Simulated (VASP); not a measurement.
# Au (Fm-3m) in VASP: further runs

Au is run at these levels: LDA; tasks: single point, relaxation of cell and atoms.

Program: VASP 6.6.1. These are calculated values, not measurements. Logs are shortened: lines on timing, memory, paths and dates and some standing lists are left out, and cuts for length are marked.

## 1. The cell of the first run

Symmetry: Fm-3m, No. 225, cubic system. Conventional cell: a = 4.058 Å, b = 4.058 Å, c = 4.058 Å, α = 90.00°, β = 90.00°, γ = 90.00°. Within 3.8 Å of Au (site symmetry m-3m) lie 12 Au at 2.87 Å.

## 2. Single point, LDA

Contents of INCAR:

```
PREC = Accurate
ENCUT = 500
EDIFF = 1E-6
ISMEAR = 0
SIGMA = 0.05
LREAL = F
LASPH = T
NELM = 120
ALGO = Normal
ISIF = 2
LWAVE = F
LCHARG = T
GGA = CA
LELF = T
LVHAR = T
NBANDS = 30
GGA_COMPAT = F
```

Contents of KPOINTS:

```
regular mesh
0
Gamma
  5 5 5
```

Contents of POSCAR:

```
Au
1.0
    4.0579295600      0.0000000000      0.0000000000
    0.0000000000      4.0579295600      0.0000000000
    0.0000000000      0.0000000000      4.0579295600
Au
4
Direct
    0.0000000000      0.0000000000      0.0000000000
    0.0000000000      0.5000000000      0.5000000000
    0.5000000000      0.0000000000      0.5000000000
    0.5000000000      0.5000000000      0.0000000000
```

Potentials or basis: VASP PAW LDA potentials, release 64 (Au).

Run with:

```console
cat potpaw_LDA.64/Au/POTCAR > POTCAR
mpirun -np 1 vasp_std > vasp.out
```

OUTCAR:

```text
PREC = Accurate
   ENCUT = 500
   EDIFF = 1E-6
   ISMEAR = 0
   LREAL = F
   LASPH = T
   NELM = 120
   ISIF = 2
   GGA = CA

 ion  position               nearest neighbor table
   1  0.000  0.000  0.000-   2 2.87   3 2.87   4 2.87   2 2.87   3 2.87   2 2.87   4 2.87   2 2.87
                             3 2.87   4 2.87   3 2.87   4 2.87
   2  0.000  0.500  0.500-   1 2.87   3 2.87   4 2.87   1 2.87   4 2.87   1 2.87   3 2.87   1 2.87
                             3 2.87   4 2.87   4 2.87   3 2.87
   3  0.500  0.000  0.500-   1 2.87   2 2.87   4 2.87   1 2.87   4 2.87   2 2.87   4 2.87   4 2.87
                             1 2.87   2 2.87   1 2.87   2 2.87
   4  0.500  0.500  0.000-   1 2.87   2 2.87   3 2.87   2 2.87   3 2.87   1 2.87   3 2.87   3 2.87
                             1 2.87   2 2.87   2 2.87   1 2.87

  LATTYP: Found a simple cubic cell.
 ALAT       =     4.0579295600

  Lattice vectors:

 A1 = (   4.0579295600,   0.0000000000,   0.0000000000)
 A2 = (   0.0000000000,   4.0579295600,   0.0000000000)
 A3 = (   0.0000000000,   0.0000000000,   4.0579295600)

Analysis of symmetry for initial positions (statically):
=====================================================================
 Subroutine PRICEL returns following result:

  LATTYP: Found a face centered cubic cell.
 ALAT       =     4.0579295600

  Lattice vectors:

 A1 = (   2.0289647800,  -2.0289647800,   0.0000000000)
 A2 = (   2.0289647800,   0.0000000000,   2.0289647800)
 A3 = (   0.0000000000,  -2.0289647800,   2.0289647800)

   4 primitive cells build up your supercell.

 Routine SETGRP: Setting up the symmetry group for a
 simple cubic supercell.

 Subroutine GETGRP returns: Found 48 space group operations
 (whereof 48 operations were pure point group operations)
 out of a pool of 48 trial point group operations.

The static configuration has the point symmetry O_h .

Analysis of symmetry for dynamics (positions and initial velocities):
=====================================================================
 Subroutine PRICEL returns following result:

  LATTYP: Found a face centered cubic cell.
 ALAT       =     4.0579295600

  Lattice vectors:

 A1 = (   2.0289647800,  -2.0289647800,   0.0000000000)
 A2 = (   2.0289647800,   0.0000000000,   2.0289647800)
 A3 = (   0.0000000000,  -2.0289647800,   2.0289647800)

   4 primitive cells build up your supercell.

 Routine SETGRP: Setting up the symmetry group for a
 simple cubic supercell.

 Subroutine GETGRP returns: Found 48 space group operations
 (whereof 48 operations were pure point group operations)
 out of a pool of 48 trial point group operations.

The dynamic configuration has the point symmetry O_h .

 Subroutine INISYM returns: Found 48 space group operations
 (whereof 48 operations are pure point group operations),
 and found     4 'primitive' translations

----------------------------------------------------------------------------------------

                                     Primitive cell

  volume of cell :      16.7053

  direct lattice vectors                    reciprocal lattice vectors
     2.028964780 -2.028964780  0.000000000     0.246431089 -0.246431089 -0.246431089
     2.028964780  0.000000000  2.028964780     0.246431089  0.246431089  0.246431089
     0.000000000 -2.028964780  2.028964780    -0.246431089 -0.246431089  0.246431089

  length of vectors
     2.869389509  2.869389509  2.869389509     0.426831166  0.426831166  0.426831166

  position of ions in fractional coordinates (direct lattice)
     0.000000000  0.000000000  0.000000000

  ion indices of the primitive-cell ions
   primitive index   ion index
                 1           1

----------------------------------------------------------------------------------------

 KPOINTS: regular mesh

Automatic generation of k-mesh.
 Grid dimensions read from file:
 generate k-points for:    5    5    5

 Generating k-lattice:

  Cartesian coordinates                     Fractional coordinates (reciprocal lattice)
     0.049286218  0.000000000  0.000000000     0.200000000  0.000000000  0.000000000
     0.000000000  0.049286218  0.000000000     0.000000000  0.200000000  0.000000000
     0.000000000  0.000000000  0.049286218     0.000000000  0.000000000  0.200000000

  Length of vectors
     0.049286218  0.049286218  0.049286218

  Shift w.r.t. Gamma in fractional coordinates (k-lattice)
     0.000000000  0.000000000  0.000000000

 Subroutine IBZKPT returns following result:
 ===========================================

 Found     10 irreducible k-points:

 Following reciprocal coordinates:
            Coordinates               Weight
  0.000000  0.000000  0.000000      1.000000
  0.200000  0.000000  0.000000      6.000000
  0.400000  0.000000  0.000000      6.000000
  0.200000  0.200000  0.000000     12.000000
  0.400000  0.200000  0.000000     24.000000
  0.400000  0.400000  0.000000     12.000000
  0.200000  0.200000  0.200000      8.000000
  0.400000  0.200000  0.200000     24.000000
  0.400000  0.400000  0.200000     24.000000
  0.400000  0.400000  0.400000      8.000000
   k-points           NKPTS =     10   k-points in BZ     NKDIM =     10   number of bands    NBANDS=     30
   number of dos      NEDOS =    301   number of ions     NIONS =      4
   total plane-waves  NPLWV =  27000
   dimension x,y,z NGX =    30 NGY =   30 NGZ =   30
   dimension x,y,z NGXF=    60 NGYF=   60 NGZF=   60
   ions per type =               4
   NGX,Y,Z   is equivalent  to a cutoff of  12.29, 12.29, 12.29 a.u.
   NGXF,Y,Z  is equivalent  to a cutoff of  24.58, 24.58, 24.58 a.u.
 SYSTEM =  unknown system
   PREC   = accura    normal or accurate (medium, high low for compatibility)
   ISTART =      0    job   : 0-new  1-cont  2-samecut
   ICHARG =      2    charge: 1-file 2-atom 10-const
   ISPIN  =      1    spin polarized calculation?
   LNONCOLLINEAR =      F non collinear calculations
   LSORBIT =      F    spin-orbit coupling
   LASPH  =      T    aspherical Exc in radial PAW
   ENCUT  =  500.0 eV  36.75 Ry    6.06 a.u.   7.40  7.40  7.40*2*pi/ulx,y,z
   NELM   =    120;   NELMIN=  2; NELMDL= -5     # of ELM steps
   EDIFF  = 0.1E-05   stopping-criterion for ELM
   LREAL  =      F    real-space projection
   EDIFFG = 0.1E-04   stopping-criterion for IOM
   NSW    =      0    number of steps for IOM
   IBRION =     -1    ionic relax: 0-MD 1-quasi-New 2-CG
   NFREE  =      0    steps in history (QN), initial steepest desc. (CG)
   ISIF   =      2    stress and relaxation
   ISYM   =      2    0-nonsym 1-usesym 2-fastsym
   POTIM  = 0.5000    time-step for ionic-motion
   TEBEG  =    0.0;   TEEND  =   0.0 temperature during run
   PSTRESS=    0.0 pullay stress
   NELECT =      44.0000    total number of electrons
   NUPDOWN=      -1.0000    fix difference up-down
   EMIN   =  10.00;   EMAX   =-10.00  energy-range for DOS
   EFERMI =   0.00;   METHOD = LEGACY
   ISMEAR =     0;   SIGMA  =   0.05  broadening in eV -4-tet -1-fermi 0-gaus
   EFERMI_NEDOS =   21; number of points for ismear=-14 and -15
   IALGO  =     38    algorithm
   IMIX   =      4    mixing-type and parameters
     AMIX     =   0.40;   BMIX     =  1.00
     AMIX_MAG =   1.60;   BMIX_MAG =  1.00
  volume/ion in A,a.u.               =      16.71       112.73
  Fermi-wavevector in a.u.,A,eV,Ry     =   1.424255  2.691453 27.599466  2.028504
  Thomas-Fermi vector in A             =   2.544766
   LORBIT       =      0    0 simple, 1 ext, 2 COOP (PROOUT), +10 PAW based schemes
   GGA     = CA    functional components
   LHFCALC =     F    Hartree Fock is set to
   AEXX    =    0.0000 exact exchange contribution
   IVDW    =     0    specifies the selected vdW correction
   LEPSILON=     F    determine dielectric tensor
   LRPA    =     F    only Hartree local field effects (RPA)
 non-spin polarized calculation
 Gauss-broadening in eV      SIGMA  =   0.05
  energy-cutoff  :      500.00
  volume of cell :       66.82
 maximum number of plane-waves:      1743
 NGX is ok and might be reduce to    30
   NGX = 15   NGY = 15   NGZ = 15

 number of electron      43.9999991 magnetization

 Free energy of the ion-electron system (eV)
  ---------------------------------------------------
  ext. energy  EPLUGINS =         0.00000000
  ---------------------------------------------------
  free energy    TOTEN  =       -17.61105424 eV

  energy without entropy =      -17.60460441  energy(sigma->0) =      -17.60782932

 E-fermi :   9.5201     XC(G=0): -13.0955

 val. band max:        9.4819461169   @ k =   0.4000   0.4000   0.2000
 cond. band min:       9.6491610811   @ k =   0.4000   0.4000   0.4000
 fundamental gap:      0.1672149642
 Fermi energy:         9.5200515082

 k-point     1 :       0.0000    0.0000    0.0000
  band No.  band energies     occupation
      1      -0.4997      2.00000
      2       2.3575      2.00000
      3       2.3575      2.00000
      4       2.3575      2.00000
      5       2.6837      2.00000
      6       2.6837      2.00000
[... 22 lines left out ...]
     29      19.6031      0.00000
     30      19.6031      0.00000

 k-point     2 :       0.2000    0.0000    0.0000
  band No.  band energies     occupation
      1      -0.0298      2.00000
      2       2.4991      2.00000
      3       2.6680      2.00000
      4       2.6680      2.00000
      5       2.8571      2.00000
      6       2.9511      2.00000
[... 22 lines left out ...]
     29      18.9457      0.00000
     30      19.4237      0.00000

 k-point     3 :       0.4000    0.0000    0.0000
  band No.  band energies     occupation
      1       1.2424      2.00000
      2       2.4636      2.00000
      3       3.3361      2.00000
      4       3.3417      2.00000
      5       3.3417      2.00000
      6       3.7448      2.00000
[... 220 lines left out ...]
     29      21.4482      0.00000
     30      22.9921      0.00000

 k-point    10 :       0.4000    0.4000    0.4000
  band No.  band energies     occupation
      1       2.0803      2.00000
      2       2.3546      2.00000
      3       2.3546      2.00000
      4       2.3546      2.00000
      5       4.6251      2.00000
      6       4.6251      2.00000
[... 22 lines left out ...]
     29      23.8164      0.00000
     30      23.8276      0.00000

------------------------ aborting loop because EDIFF is reached ----------------------------------------

  FORCE on cell =-STRESS in cart. coord.  units (eV):
  Direction    XX          YY          ZZ          XY          YZ          ZX
  --------------------------------------------------------------------------------------
  -------------------------------------------------------------------------------------
  Total        0.2073905      0.2073905      0.2073905     -0.0000000     -0.0000000     -0.0000000
  in kB        4.9726267      4.9726267      4.9726267     -0.0000000     -0.0000000     -0.0000000
  external PRESSURE =       4.9726267 kB  Pullay stress =       0.0000000 kB

 VOLUME and BASIS-vectors are now :
 -----------------------------------------------------------------------------
  energy-cutoff  :      500.00
  volume of cell :       66.82
      direct lattice vectors                 reciprocal lattice vectors
     4.057929560  0.000000000  0.000000000     0.246431089  0.000000000  0.000000000
     0.000000000  4.057929560  0.000000000     0.000000000  0.246431089  0.000000000
     0.000000000  0.000000000  4.057929560     0.000000000  0.000000000  0.246431089

 POSITION                                       TOTAL-FORCE (eV/Angst)
 -----------------------------------------------------------------------------------
      0.00000      0.00000      0.00000         0.000000     -0.000000      0.000000
      0.00000      2.02896      2.02896        -0.000000      0.000000     -0.000000
      2.02896      0.00000      2.02896         0.000000      0.000000      0.000000
      2.02896      2.02896      0.00000        -0.000000     -0.000000      0.000000
 -----------------------------------------------------------------------------------
    total drift:                                0.000000      0.000000     -0.000000

  FREE ENERGIE OF THE ION-ELECTRON SYSTEM (eV)
  ---------------------------------------------------
  free  energy   TOTEN  =       -17.6110542369 eV

  energy  without entropy=      -17.6046044079  energy(sigma->0) =      -17.60782932
```

It took 11 s on 1 thread of AMD EPYC 7R13 (Zen 3), shared host; peak memory 0.11 GiB.

Results:

```yaml
Free_energy: -17.6111 eV
Pressure: 0.5 GPa
Band_gap_on_the_k_mesh: zero (bands 22 and 23 overlap by 1.32 eV)
```

Caveat: spin-orbit coupling is left out, which moves the levels of the heavy elements.

## 3. Relaxation of cell and atoms, LDA

This run uses another cell than the first one, of 16.85 Å³/atom.

Contents of INCAR:

```
SYSTEM = Au
ALGO = Normal
EDIFF = 1E-7
EDIFFG = -0.01
ENCUT = 500
GGA_COMPAT = .FALSE.
IBRION = 2
ISIF = 3
ISMEAR = 0
LASPH = .TRUE.
LCHARG = .FALSE.
LREAL = .FALSE.
LWAVE = .FALSE.
NELM = 120
NELMIN = 4
NSW = 80
PREC = Accurate
SIGMA = 0.05
```

Contents of KPOINTS:

```
k-points
0
G
  5 5 5
  0 0 0
```

Contents of POSCAR:

```
Au
1.0
    4.0700000000      0.0000000000      0.0000000000
    0.0000000000      4.0700000000      0.0000000000
    0.0000000000      0.0000000000      4.0700000000
Au
4
Direct
    0.0000000000      0.0000000000      0.0000000000
    0.0000000000      0.5000000000      0.5000000000
    0.5000000000      0.0000000000      0.5000000000
    0.5000000000      0.5000000000      0.0000000000
```

Potentials or basis: VASP PAW LDA potentials, release 64 (Au).

Run with:

```console
cat potpaw_LDA.64/Au/POTCAR > POTCAR
mpirun -np 1 vasp_std > vasp.out
```

OUTCAR:

```text
SYSTEM = Au
   EDIFF = 1E-7
   EDIFFG = -0.01
   ENCUT = 500
   IBRION = 2
   ISIF = 3
   ISMEAR = 0
   LASPH = .TRUE.
   LREAL = .FALSE.
   NELM = 120
   NELMIN = 4
   NSW = 80
   PREC = Accurate

 ion  position               nearest neighbor table
   1  0.000  0.000  0.000-   2 2.88   3 2.88   4 2.88   2 2.88   3 2.88   2 2.88   4 2.88   2 2.88
                             3 2.88   4 2.88   3 2.88   4 2.88
   2  0.000  0.500  0.500-   1 2.88   3 2.88   4 2.88   1 2.88   4 2.88   1 2.88   3 2.88   1 2.88
                             3 2.88   4 2.88   4 2.88   3 2.88
   3  0.500  0.000  0.500-   1 2.88   2 2.88   4 2.88   1 2.88   4 2.88   2 2.88   4 2.88   4 2.88
                             1 2.88   2 2.88   1 2.88   2 2.88
   4  0.500  0.500  0.000-   1 2.88   2 2.88   3 2.88   2 2.88   3 2.88   1 2.88   3 2.88   3 2.88
                             1 2.88   2 2.88   2 2.88   1 2.88

  LATTYP: Found a simple cubic cell.
 ALAT       =     4.0700000000

  Lattice vectors:

 A1 = (   4.0700000000,   0.0000000000,   0.0000000000)
 A2 = (   0.0000000000,   4.0700000000,   0.0000000000)
 A3 = (   0.0000000000,   0.0000000000,   4.0700000000)

Analysis of symmetry for initial positions (statically):
=====================================================================
 Subroutine PRICEL returns following result:

  LATTYP: Found a face centered cubic cell.
 ALAT       =     4.0700000000
[... 164 lines left out ...]

 number of electron      43.9999985 magnetization

 Free energy of the ion-electron system (eV)
  ---------------------------------------------------
  ext. energy  EPLUGINS =         0.00000000
  ---------------------------------------------------
  free energy    TOTEN  =       -17.61019721 eV

  energy without entropy =      -17.60380564  energy(sigma->0) =      -17.60700143

------------------------ aborting loop because EDIFF is reached ----------------------------------------

  FORCE on cell =-STRESS in cart. coord.  units (eV):
  Direction    XX          YY          ZZ          XY          YZ          ZX
  --------------------------------------------------------------------------------------
  -------------------------------------------------------------------------------------
  Total       -0.4916481     -0.4916481     -0.4916481      0.0000000      0.0000000     -0.0000000
  in kB      -11.6837367    -11.6837367    -11.6837367      0.0000000      0.0000000     -0.0000000
  external PRESSURE =     -11.6837367 kB  Pullay stress =       0.0000000 kB
[... 63 lines left out ...]
--------------------------------------- Ionic step        3  -------------------------------------------

 number of electron      43.9999989 magnetization

 Free energy of the ion-electron system (eV)
  ---------------------------------------------------
  ext. energy  EPLUGINS =         0.00000000
  ---------------------------------------------------
  free energy    TOTEN  =       -17.61174399 eV

  energy without entropy =      -17.60531382  energy(sigma->0) =      -17.60852890

 E-fermi :   9.4724     XC(G=0): -13.0801

 val. band max:        9.4343700338   @ k =   0.4000   0.4000   0.2000
 cond. band min:       9.6062979250   @ k =   0.4000   0.4000   0.4000
 fundamental gap:      0.1719278912
 Fermi energy:         9.4724039986

 k-point     1 :       0.0000    0.0000    0.0000
  band No.  band energies     occupation
      1      -0.5171      2.00000
      2       2.3372      2.00000
      3       2.3372      2.00000
      4       2.3372      2.00000
      5       2.6620      2.00000
      6       2.6620      2.00000
[... 310 lines left out ...]
  FREE ENERGIE OF THE ION-ELECTRON SYSTEM (eV)
  ---------------------------------------------------
  free  energy   TOTEN  =       -17.6117439898 eV

  energy  without entropy=      -17.6053138157  energy(sigma->0) =      -17.60852890

 reached required accuracy - stopping structural energy minimisation
```

Wall time 21 s (1 thread of AMD EPYC 7R13 (Zen 3), shared host); peak memory 0.12 GiB.

What came out:

| Item | Value |
| --- | --- |
| Free energy | -17.6117 eV |
| Relaxed volume | 16.75 Å³/atom |
| Relaxed cell | a = 4.062 Å, b = 4.062 Å, c = 4.062 Å, α = 90.00°, β = 90.00°, γ = 90.00° |
| Space group after relaxing (to 0.1 Å) | Fm-3m (No. 225) |
| Energy gained by relaxing | 0.4 meV/atom |
| Ionic steps | 3 |
| Pressure after relaxing | 0.0 GPa |
| Band gap on the k mesh | zero (bands 22 and 23 overlap by 1.32 eV) |

The path:
| step | energy change (eV) | largest force (eV/Å) | pressure (GPa) | volume (Å³) |
| --- | --- | --- | --- | --- |
| 1 | 0.0000 | 0.0000 | -1.17 | 67.42 |
| 2 | 0.0038 | 0.0000 | 2.25 | 66.23 |
| 3 | -0.0015 | 0.0000 | -0.01 | 67.00 |

Final structure:
```cif
data_structure
_symmetry_space_group_name_H-M 'P 1'
_symmetry_Int_Tables_number 1
_cell_length_a 4.0615
_cell_length_b 4.0615
_cell_length_c 4.0615
_cell_angle_alpha 90.000
_cell_angle_beta 90.000
_cell_angle_gamma 90.000
_cell_volume 67.00
loop_
_atom_site_label
_atom_site_type_symbol
_atom_site_fract_x
_atom_site_fract_y
_atom_site_fract_z
_atom_site_occupancy
Au1 Au 0.00000 0.00000 0.00000 1
Au2 Au 0.00000 0.50000 0.50000 1
Au3 Au 0.50000 0.00000 0.50000 1
Au4 Au 0.50000 0.50000 0.00000 1
```

Caveat: spin-orbit coupling is left out, which moves the levels of the heavy elements.

The gap in the log of VASP goes by the Fermi energy; the results here count the filled bands.